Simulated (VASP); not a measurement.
# AsPt4 (Im-3m) in VASP: a series of runs

AsPt4 is run at these levels: PBE; tasks: single point.

Everything below comes from runs of VASP 6.6.1. Logs are shortened: lines on timing, memory, paths and dates and some standing lists are left out, and cuts for length are marked.

## Step 1: The cell of the first run

It takes space group Im-3m (No. 229, cubic). The conventional cell has a = 5.625 Å, b = 5.625 Å, c = 5.625 Å, α = 90.00°, β = 90.00°, γ = 90.00°. As (site symmetry m-3m) has 8 Pt at 2.44 Å within 3.2 Å. Pt (site symmetry -3m) has 2 As at 2.44 Å and 6 Pt at 2.81 Å within 3.2 Å.

## Step 2: Single point, PBE

Contents of INCAR:

```
SYSTEM = AsPt4
PREC = Accurate
ENCUT = 520
EDIFF = 1E-7
ISMEAR = 0
SIGMA = 0.1
LREAL = .FALSE.
LASPH = .TRUE.
NELM = 80
ALGO = Fast
ISIF = 2
LWAVE = .FALSE.
LCHARG = .TRUE.
GGA = PE
LELF = .TRUE.
LVHAR = .TRUE.
NBANDS = 30
```

Contents of KPOINTS:

```
Automatic mesh
0
G
  4 4 4
  0 0 0
```

Contents of POSCAR:

```
AsPt4
1.0
   -2.8125561300      2.8125561300      2.8125561300
    2.8125561300     -2.8125561300      2.8125561300
    2.8125561300      2.8125561300     -2.8125561300
As Pt
1 4
Direct
    0.0000000000      0.0000000000      0.0000000000
    0.0000000000      0.0000000000      0.5000000000
    0.5000000000      0.0000000000      0.0000000000
    0.0000000000      0.5000000000      0.0000000000
    0.5000000000      0.5000000000      0.5000000000
```

Potentials or basis: VASP PAW PBE potentials, release 64 (As, Pt).

Run with:

```sh
$ cat potpaw_PBE.64/As/POTCAR potpaw_PBE.64/Pt/POTCAR > POTCAR
$ mpirun -np 1 vasp_std > vasp.out
```

OUTCAR:

```text
SYSTEM = AsPt4
   PREC = Accurate
   ENCUT = 520
   EDIFF = 1E-7
   ISMEAR = 0
   LREAL = .FALSE.
   LASPH = .TRUE.
   NELM = 80
   ISIF = 2
   GGA = PE

 ion  position               nearest neighbor table
   1  0.000  0.000  0.000-   2 2.44   3 2.44   4 2.44   5 2.44   2 2.44   4 2.44   3 2.44   5 2.44

   2  0.000  0.000  0.500-   1 2.44   1 2.44   4 2.81   5 2.81   3 2.81   4 2.81   3 2.81   5 2.81

   3  0.500  0.000  0.000-   1 2.44   1 2.44   4 2.81   5 2.81   5 2.81   2 2.81   2 2.81   4 2.81

   4  0.000  0.500  0.000-   1 2.44   1 2.44   3 2.81   5 2.81   2 2.81   2 2.81   5 2.81   3 2.81

   5  0.500  0.500  0.500-   1 2.44   1 2.44   3 2.81   4 2.81   3 2.81   4 2.81   2 2.81   2 2.81

  LATTYP: Found a body centered cubic cell.
 ALAT       =     5.6251122600

  Lattice vectors:

 A1 = (  -2.8125561300,   2.8125561300,   2.8125561300)
 A2 = (   2.8125561300,  -2.8125561300,   2.8125561300)
 A3 = (   2.8125561300,   2.8125561300,  -2.8125561300)

Analysis of symmetry for initial positions (statically):
=====================================================================
 Subroutine PRICEL returns:
 Original cell was already a primitive cell.

 Routine SETGRP: Setting up the symmetry group for a
 body centered cubic supercell.

 Subroutine GETGRP returns: Found 48 space group operations
 (whereof 48 operations were pure point group operations)
 out of a pool of 48 trial point group operations.

The static configuration has the point symmetry O_h .

Analysis of symmetry for dynamics (positions and initial velocities):
=====================================================================
 Subroutine PRICEL returns:
 Original cell was already a primitive cell.

 Routine SETGRP: Setting up the symmetry group for a
 body centered cubic supercell.

 Subroutine GETGRP returns: Found 48 space group operations
 (whereof 48 operations were pure point group operations)
 out of a pool of 48 trial point group operations.

The dynamic configuration has the point symmetry O_h .

 Subroutine INISYM returns: Found 48 space group operations
 (whereof 48 operations are pure point group operations),
 and found     1 'primitive' translations

----------------------------------------------------------------------------------------

                                     Primitive cell

[... 78 lines left out ...]
   NELM   =     80;   NELMIN=  2; NELMDL= -5     # of ELM steps
   EDIFF  = 0.1E-06   stopping-criterion for ELM
   LREAL  =      F    real-space projection
   EDIFFG = 0.1E-05   stopping-criterion for IOM
   NSW    =      0    number of steps for IOM
   IBRION =     -1    ionic relax: 0-MD 1-quasi-New 2-CG
   NFREE  =      0    steps in history (QN), initial steepest desc. (CG)
   ISIF   =      2    stress and relaxation
   ISYM   =      2    0-nonsym 1-usesym 2-fastsym
   POTIM  = 0.5000    time-step for ionic-motion
   TEBEG  =    0.0;   TEEND  =   0.0 temperature during run
   PSTRESS=    0.0 pullay stress
   NELECT =      45.0000    total number of electrons
   NUPDOWN=      -1.0000    fix difference up-down
   EMIN   =  10.00;   EMAX   =-10.00  energy-range for DOS
   EFERMI =   0.00;   METHOD = LEGACY
   ISMEAR =     0;   SIGMA  =   0.10  broadening in eV -4-tet -1-fermi 0-gaus
   EFERMI_NEDOS =   21; number of points for ismear=-14 and -15
   IALGO  =     68    algorithm
   IMIX   =      4    mixing-type and parameters
     AMIX     =   0.40;   BMIX     =  1.00
     AMIX_MAG =   1.60;   BMIX_MAG =  1.00
  volume/ion in A,a.u.               =      17.80       120.11
  Fermi-wavevector in a.u.,A,eV,Ry     =   1.304241  2.464658 23.144112  1.701044
  Thomas-Fermi vector in A             =   2.435190
   LORBIT       =      0    0 simple, 1 ext, 2 COOP (PROOUT), +10 PAW based schemes
   GGA     = PE    functional components
   LHFCALC =     F    Hartree Fock is set to
   AEXX    =    0.0000 exact exchange contribution
   IVDW    =     0    specifies the selected vdW correction
   LEPSILON=     F    determine dielectric tensor
   LRPA    =     F    only Hartree local field effects (RPA)
 non-spin polarized calculation
 RMM-DIIS sequential band-by-band and
 Gauss-broadening in eV      SIGMA  =   0.10
  energy-cutoff  :      520.00
  volume of cell :       88.99
 maximum number of plane-waves:      2454
   NGX = 19   NGY = 19   NGZ = 19

 number of electron      44.9999985 magnetization

 Free energy of the ion-electron system (eV)
  ---------------------------------------------------
  ext. energy  EPLUGINS =         0.00000000
  ---------------------------------------------------
  free energy    TOTEN  =       -28.44560358 eV

  energy without entropy =      -28.43039593  energy(sigma->0) =      -28.43799975

 E-fermi :   7.8658     XC(G=0): -11.9626

 val. band max:        7.8571208476   @ k =   0.2500   0.0000   0.0000
 cond. band min:       8.0159482058   @ k =   0.5000   0.5000   0.2500
 fundamental gap:      0.1588273581
 Fermi energy:         7.8658462571

 k-point     1 :       0.0000    0.0000    0.0000
  band No.  band energies     occupation
      1      -6.3486      2.00000
      2       1.9644      2.00000
      3       2.5185      2.00000
      4       2.5185      2.00000
      5       3.2841      2.00000
      6       3.2841      2.00000
[... 253 lines left out ...]
     29      14.2580      0.00000
     30      14.5129      0.00000

------------------------ aborting loop because EDIFF is reached ----------------------------------------

  FORCE on cell =-STRESS in cart. coord.  units (eV):
  Direction    XX          YY          ZZ          XY          YZ          ZX
  --------------------------------------------------------------------------------------
  -------------------------------------------------------------------------------------
  Total        1.9196621      1.9196621      1.9196621     -0.0000000      0.0000000      0.0000000
  in kB       34.5598453     34.5598453     34.5598453     -0.0000000      0.0000000      0.0000000
  external PRESSURE =      34.5598453 kB  Pullay stress =       0.0000000 kB

 VOLUME and BASIS-vectors are now :
 -----------------------------------------------------------------------------
  energy-cutoff  :      520.00
  volume of cell :       88.99
      direct lattice vectors                 reciprocal lattice vectors
    -2.812556130  2.812556130  2.812556130     0.000000000  0.177774230  0.177774230
     2.812556130 -2.812556130  2.812556130     0.177774230  0.000000000  0.177774230
     2.812556130  2.812556130 -2.812556130     0.177774230  0.177774230  0.000000000

 POSITION                                       TOTAL-FORCE (eV/Angst)
 -----------------------------------------------------------------------------------
      0.00000      0.00000      0.00000        -0.000000      0.000000     -0.000000
      1.40628      1.40628     -1.40628        -0.000000      0.000000      0.000000
     -1.40628      1.40628      1.40628        -0.000000      0.000000     -0.000000
      1.40628     -1.40628      1.40628         0.000000     -0.000000      0.000000
      1.40628      1.40628      1.40628         0.000000      0.000000      0.000000
 -----------------------------------------------------------------------------------
    total drift:                                0.000000     -0.000000      0.000000

  FREE ENERGIE OF THE ION-ELECTRON SYSTEM (eV)
  ---------------------------------------------------
  free  energy   TOTEN  =       -28.4456035771 eV

  energy  without entropy=      -28.4303959299  energy(sigma->0) =      -28.43799975
```

OSZICAR:

```text
N       E                     dE             d eps       ncg     rms          rms(c)
DAV:   1     0.262878176966E+03    0.26288E+03   -0.22469E+04   480   0.140E+03
DAV:   2    -0.194044792163E+02   -0.28228E+03   -0.26714E+03   534   0.295E+02
DAV:   3    -0.296815600480E+02   -0.10277E+02   -0.10045E+02   560   0.520E+01
DAV:   4    -0.298088906059E+02   -0.12733E+00   -0.12726E+00   516   0.622E+00
DAV:   5    -0.298109096967E+02   -0.20191E-02   -0.20189E-02   562   0.801E-01    0.196E+01
RMM:   6    -0.285348024077E+02    0.12761E+01   -0.32556E+00   480   0.997E+00    0.101E+01
RMM:   7    -0.284570631852E+02    0.77739E-01   -0.38816E-01   487   0.281E+00    0.463E+00
RMM:   8    -0.284474077466E+02    0.96554E-02   -0.46382E-02   496   0.107E+00    0.340E-01
RMM:   9    -0.284457681636E+02    0.16396E-02   -0.12467E-02   495   0.535E-01    0.327E-01
RMM:  10    -0.284456011857E+02    0.16698E-03   -0.18265E-03   509   0.226E-01    0.124E-01
RMM:  11    -0.284455977389E+02    0.34468E-05   -0.54745E-04   503   0.114E-01    0.518E-02
RMM:  12    -0.284456005268E+02   -0.27879E-05   -0.82901E-05   521   0.476E-02    0.193E-02
RMM:  13    -0.284456030367E+02   -0.25099E-05   -0.20200E-05   526   0.184E-02    0.132E-02
RMM:  14    -0.284456031821E+02   -0.14536E-06   -0.27989E-06   489   0.798E-03    0.102E-02
RMM:  15    -0.284456035543E+02   -0.37215E-06   -0.19259E-06   503   0.771E-03    0.126E-03
RMM:  16    -0.284456035771E+02   -0.22817E-07   -0.24781E-07   319   0.254E-03
   1 F= -.28445604E+02 E0= -.28438000E+02  d E =-.152076E-01
```

stdout:

```text
POSCAR found type information on POSCAR AsPt
 POSCAR found :  2 types and       5 ions
 scaLAPACK will be used
 LDA part: xc-table for (Slater+PW92), standard interpolation
 POSCAR, INCAR and KPOINTS ok, starting setup
 FFT: planning ... GRIDC
 FFT: planning ... GRID_SOFT
 FFT: planning ... GRID
 WAVECAR not read
 entering main loop
```

Run time: 27 s. Hardware: 1 thread of Intel Xeon Platinum 8259CL at 2.50GHz (Skylake/Cascade Lake), shared host; peak memory 0.2 GiB.

Results:

* Free energy: -28.4456 eV
* Pressure: 3.5 GPa

Caveat: the k points lie up to 0.39 Å⁻¹ apart; spin-orbit coupling is left out, which moves the levels of the heavy elements.

## Step 3: Single point, PBE

This run uses another cell than the first one, of 18.17 Å³/atom, 1.021 times its volume.

Contents of INCAR:

```
SYSTEM = AsPt4
  PREC = Accurate
  ENCUT = 520
  EDIFF = 1E-6
  ISMEAR = 0
  SIGMA = 0.1
  LREAL = .FALSE.
  LASPH = .TRUE.
  NELM = 100
  ALGO = Fast
  ISIF = 2
  LWAVE = .FALSE.
  LCHARG = .FALSE.
  GGA = PE
  NBANDS = 30
```

Contents of KPOINTS:

```
regular mesh
0
G
  10 10 10
  0 0 0
```

POSCAR, as its differences from that of step 2:

```diff
@@ -2,5 +2,5 @@
 1.0
-   -2.8125561300      2.8125561300      2.8125561300
-    2.8125561300     -2.8125561300      2.8125561300
-    2.8125561300      2.8125561300     -2.8125561300
+   -2.8321316915      2.8321316915      2.8321316915
+    2.8321316915     -2.8321316915      2.8321316915
+    2.8321316915      2.8321316915     -2.8321316915
 As Pt
```

Potentials or basis: VASP PAW PBE potentials, release 64 (As, Pt).

Run with:

```sh
$ cat potpaw_PBE.64/As/POTCAR potpaw_PBE.64/Pt/POTCAR > POTCAR
$ mpirun -np 1 vasp_std > vasp.out
```

Run time: 89 s. Hardware: 1 thread of Intel Xeon Platinum 8259CL at 2.50GHz (Skylake/Cascade Lake), shared host; peak memory 0.27 GiB.

Results (log left out):

```
Free energy : -28.5030 eV
Pressure    : 0.1 GPa
```

Levels at points of the mesh, in eV from the Fermi level:
```tsv
k point	band 20	band 21	band 22	band 23	band 24	band 25
(0.00, 0.00, 0.00)	-0.54	-0.54	0.62	0.62	0.62	2.64
(0.50, 0.00, 0.00)	-1.30	-1.05	-0.94	-0.20	0.39	1.78
(0.50, 0.50, 0.50)	-0.25	-0.25	0.75	0.75	1.92	1.92
```

Caveat: spin-orbit coupling is left out, which moves the levels of the heavy elements.

## Step 4: Single point, PBE

This run uses another cell than the first one, of 18.17 Å³/atom, 1.021 times its volume.

Contents of INCAR:

```
PREC     = Accurate       # precision mode
ENCUT    = 520            # plane-wave cutoff, eV
EDIFF    = 1E-6           # SCF threshold, eV
ISMEAR   = 0              # smearing method
SIGMA    = 0.1            # smearing width, eV
LREAL    = F              # projectors in reciprocal space
LASPH    = T              # aspherical terms in the spheres
NELM     = 60             # most SCF steps
ALGO     = Fast           # electronic algorithm
ISIF     = 2              # what is computed and relaxed
LWAVE    = F              # write WAVECAR
LCHARG   = F              # write CHGCAR
GGA      = PE             # functional
NBANDS   = 30             # bands
```

Contents of KPOINTS:

```
Automatic mesh
0
Gamma
  10 10 10
```

POSCAR is that of step 3.

Potentials or basis: VASP PAW PBE potentials, release 64 (As, Pt).

Run with:

```sh
$ cat potpaw_PBE.64/As/POTCAR potpaw_PBE.64/Pt/POTCAR > POTCAR
$ mpirun -np 1 vasp_std > vasp.out
```

OUTCAR:

```text
PREC = Accurate
   ENCUT = 520
   EDIFF = 1E-6
   ISMEAR = 0
   LREAL = F
   LASPH = T
   NELM = 60
   ISIF = 2
   GGA = PE

 ion  position               nearest neighbor table
   1  0.000  0.000  0.000-   2 2.45   3 2.45   4 2.45   5 2.45   2 2.45   4 2.45   3 2.45   5 2.45

   2  0.000  0.000  0.500-   1 2.45   1 2.45   4 2.83   5 2.83   3 2.83   4 2.83   3 2.83   5 2.83

   3  0.500  0.000  0.000-   1 2.45   1 2.45   4 2.83   5 2.83   5 2.83   2 2.83   2 2.83   4 2.83

   4  0.000  0.500  0.000-   1 2.45   1 2.45   3 2.83   5 2.83   2 2.83   2 2.83   5 2.83   3 2.83

   5  0.500  0.500  0.500-   1 2.45   1 2.45   3 2.83   4 2.83   3 2.83   4 2.83   2 2.83   2 2.83

  LATTYP: Found a body centered cubic cell.
 ALAT       =     5.6642633830

  Lattice vectors:

 A1 = (  -2.8321316915,   2.8321316915,   2.8321316915)
 A2 = (   2.8321316915,  -2.8321316915,   2.8321316915)
 A3 = (   2.8321316915,   2.8321316915,  -2.8321316915)

Analysis of symmetry for initial positions (statically):
=====================================================================
 Subroutine PRICEL returns:
[... 179 lines left out ...]

 val. band max:        7.6769922856   @ k =   0.1000   0.1000   0.0000
 cond. band min:       7.7061440095   @ k =   0.2000   0.0000   0.0000
 fundamental gap:      0.0291517239
 Fermi energy:         7.6808086502

 k-point     1 :       0.0000    0.0000    0.0000
  band No.  band energies     occupation
      1      -6.4385      2.00000
      2       1.8259      2.00000
      3       2.3876      2.00000
      4       2.3876      2.00000
      5       3.1133      2.00000
      6       3.1133      2.00000
[... 781 lines left out ...]
     29      14.0130      0.00000
     30      14.8116      0.00000

 [... further k-points ...]

------------------------ aborting loop because EDIFF is reached ----------------------------------------

  FORCE on cell =-STRESS in cart. coord.  units (eV):
  Direction    XX          YY          ZZ          XY          YZ          ZX
  --------------------------------------------------------------------------------------
  -------------------------------------------------------------------------------------
  Total        0.0604797      0.0604797      0.0604797      0.0000000      0.0000000     -0.0000000
  in kB        1.0663998      1.0663998      1.0663998      0.0000000      0.0000000     -0.0000000
  external PRESSURE =       1.0663998 kB  Pullay stress =       0.0000000 kB

 VOLUME and BASIS-vectors are now :
 -----------------------------------------------------------------------------
  energy-cutoff  :      520.00
  volume of cell :       90.87
      direct lattice vectors                 reciprocal lattice vectors
    -2.832131691  2.832131691  2.832131691     0.000000000  0.176545463  0.176545463
     2.832131691 -2.832131691  2.832131691     0.176545463  0.000000000  0.176545463
     2.832131691  2.832131691 -2.832131691     0.176545463  0.176545463  0.000000000

 POSITION                                       TOTAL-FORCE (eV/Angst)
 -----------------------------------------------------------------------------------
      0.00000      0.00000      0.00000         0.000000      0.000000      0.000000
      1.41607      1.41607     -1.41607        -0.000000     -0.000000      0.000000
     -1.41607      1.41607      1.41607        -0.000000      0.000000      0.000000
      1.41607     -1.41607      1.41607         0.000000      0.000000     -0.000000
      1.41607      1.41607      1.41607         0.000000     -0.000000      0.000000
 -----------------------------------------------------------------------------------
    total drift:                                0.000000     -0.000000      0.000000

  FREE ENERGIE OF THE ION-ELECTRON SYSTEM (eV)
  ---------------------------------------------------
  free  energy   TOTEN  =       -28.5029780251 eV

  energy  without entropy=      -28.4891474826  energy(sigma->0) =      -28.49606275
```

stdout:

```text
POSCAR found type information on POSCAR AsPt
 POSCAR found :  2 types and       5 ions
 scaLAPACK will be used
 LDA part: xc-table for (Slater+PW92), standard interpolation
 POSCAR, INCAR and KPOINTS ok, starting setup
 FFT: planning ... GRIDC
 FFT: planning ... GRID_SOFT
 FFT: planning ... GRID
 WAVECAR not read
 entering main loop
```

It took 93 s on 1 thread of Intel Xeon Platinum 8259CL at 2.50GHz (Skylake/Cascade Lake), shared host; peak memory 0.27 GiB.

What came out:

| Property | Result |
| --- | --- |
| Free energy | -28.5030 eV |
| Pressure | 0.1 GPa |

Caveat: spin-orbit coupling is left out, which moves the levels of the heavy elements.
